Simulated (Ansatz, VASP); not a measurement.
# Two plane-wave programs on MgS

The input INCAR:

```
PREC = Accurate
ENCUT = 520
EDIFF = 1E-6
ISMEAR = 0
SIGMA = 0.05
LREAL = False
LASPH = True
NELM = 80
ALGO = Normal
ISIF = 2
LWAVE = False
LCHARG = False
GGA = PS
NBANDS = 11
```

KPOINTS

```
Automatic mesh
0
Gamma
  8 8 8
```

POSCAR

```
MgS
1.0
    1.0172772784      3.1971571608      3.1971571608
    3.1971571608      1.0172772784      3.1971571608
    3.1971571608      3.1971571608      1.0172772784
Mg S
1 1
Direct
    0.0000000000      0.0000000000      0.0000000000
    0.5000000000      0.5000000000      0.5000000000
```

Input for Ansatz:

```yaml
crystal:
  lattice:
    - [1.0172772784, 3.1971571608, 3.1971571608]
    - [3.1971571608, 1.0172772784, 3.1971571608]
    - [3.1971571608, 3.1971571608, 1.0172772784]
  atoms:
    - { symbol: Mg, position: [0.0, 0.0, 0.0] }
    - { symbol: S, position: [0.5, 0.5, 0.5] }
basis:
  ecutwfc: 420
kpoints:
  mp_grid: { grid: [8, 8, 8] }
hamiltonian:
  xc: pbesol
scf:
  occupations: { method: gaussian, width: 0.05 }
output:
  forces: true
  stress: true
  eigenvalues: true
```

Alike in both runs: task single point; functional PBEsol; k mesh 8 × 8 × 8; occupations gaussian, width 0.05 eV; no spin polarisation.

|  | VASP | Ansatz |
| --- | --- | --- |
| version | VASP 6.6.1 | Ansatz 0.2.0 |
| potentials or method | VASP PAW PBE potentials, release 64 (Mg, S), cutoff 520 eV | scalar-relativistic, plane waves, PAW |
| valence electrons in the cell | 8 | 16 |

Ansatz gave:

| Item | Value |
| --- | --- |
| gap on the k mesh at the Fermi level (eV) | none |
| pressure (GPa) | 1.1 |
| traceless stress, the component that is largest in VASP (GPa) | -12.59 |

Question: Estimate VASP's values.

Answer: gap on the k mesh at the Fermi level (eV): none; pressure (GPa): 1.0; traceless stress, the component that is largest in VASP (GPa): -12.61.

VASP's potentials were made for PBE, not for PBEsol. A gap of «none» marks a metal or a gap that the smearing closes. With one functional, cell and mesh, what is left measures potentials, basis and numerics. VASP's potentials hold 8 valence electrons a cell and Ansatz's 16, so a difference there can come from the potentials and not from the codes.
